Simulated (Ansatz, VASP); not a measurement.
# Two plane-wave programs on MoS2

INCAR

```
SYSTEM = MoS2
PREC     = Accurate       ! precision mode
ENCUT    = 520            ! plane-wave cutoff, eV
EDIFF    = 1E-7           ! SCF threshold, eV
ISMEAR   = 0              ! smearing method
SIGMA    = 0.05           ! smearing width, eV
LREAL    = .False.        ! projectors in reciprocal space
LASPH    = .True.         ! aspherical terms in the spheres
NELM     = 60             ! most SCF steps
ALGO     = Normal         ! electronic algorithm
ISIF     = 2              ! what is computed and relaxed
LWAVE    = .False.        ! write WAVECAR
LCHARG   = .False.        ! write CHGCAR
GGA      = PE             ! functional
IVDW     = 12             ! dispersion correction
NBANDS   = 35             ! bands
```

The input KPOINTS:

```
regular mesh
0
Gamma
  12 12 4
  0 0 0
```

File POSCAR:

```
MoS2
1.0
    3.3068000000      0.0000000000      0.0000000000
   -1.6534000000      2.8637728052      0.0000000000
    0.0000000000      0.0000000000     12.5312000000
Mo S
2 4
Direct
    0.6666666667      0.3333333333      0.2501439769
    0.3333333333      0.6666666667      0.7498560231
    0.3333333333      0.6666666667      0.3795985159
    0.6666666667      0.3333333333      0.8793132861
    0.3333333333      0.6666666667      0.1206867139
    0.6666666667      0.3333333333      0.6204014841
```

Input for Ansatz:

```yaml
crystal:
  lattice:
    - [3.3068, 0.0, 0.0]
    - [-1.6534, 2.8637728052, 0.0]
    - [0.0, 0.0, 12.5312]
  atoms:
    - { symbol: Mo, position: [0.6666666667, 0.3333333333, 0.2501439769] }
    - { symbol: Mo, position: [0.3333333333, 0.6666666667, 0.7498560231] }
    - { symbol: S, position: [0.3333333333, 0.6666666667, 0.3795985159] }
    - { symbol: S, position: [0.6666666667, 0.3333333333, 0.8793132861] }
    - { symbol: S, position: [0.3333333333, 0.6666666667, 0.1206867139] }
    - { symbol: S, position: [0.6666666667, 0.3333333333, 0.6204014841] }
basis:
  ecutwfc: 420
kpoints:
  mp_grid: { grid: [12, 12, 4] }
hamiltonian:
  xc: pbe
  pseudopotentials: { kind: paw, azcp: { folder: soft_1 } }
  dispersion: d3bj
scf:
  occupations: { method: gaussian, width: 0.05 }
output:
  forces: true
  stress: true
  eigenvalues: true
```

Alike in both runs: task single point; functional PBE; dispersion D3(BJ); k mesh 12 × 12 × 4; occupations gaussian, width 0.05 eV; no spin polarisation.

|  | VASP | Ansatz |
| --- | --- | --- |
| version | VASP 6.6.1 | Ansatz 0.2.0 |
| potentials or method | VASP PAW PBE potentials, release 64 (Mo_sv, S), cutoff 520 eV | scalar-relativistic, plane waves, PAW |
| valence electrons in the cell | 52 | 52 |

```csv
,VASP,Ansatz,Ansatz less VASP
gap on the k mesh at the Fermi level (eV),0.86,0.85,-0.011
least direct gap on the mesh (eV),1.37,1.37,-0.003
pressure (GPa),-15.4,-15.3,+0.08
"traceless stress, the component that is largest in VASP (GPa)",0.04,0.05,+0.012
rms of the force components (eV/Å),0.768,0.765,-0.0030
```

Atom by atom the forces differ by 0.003 eV/Å (rms over components).
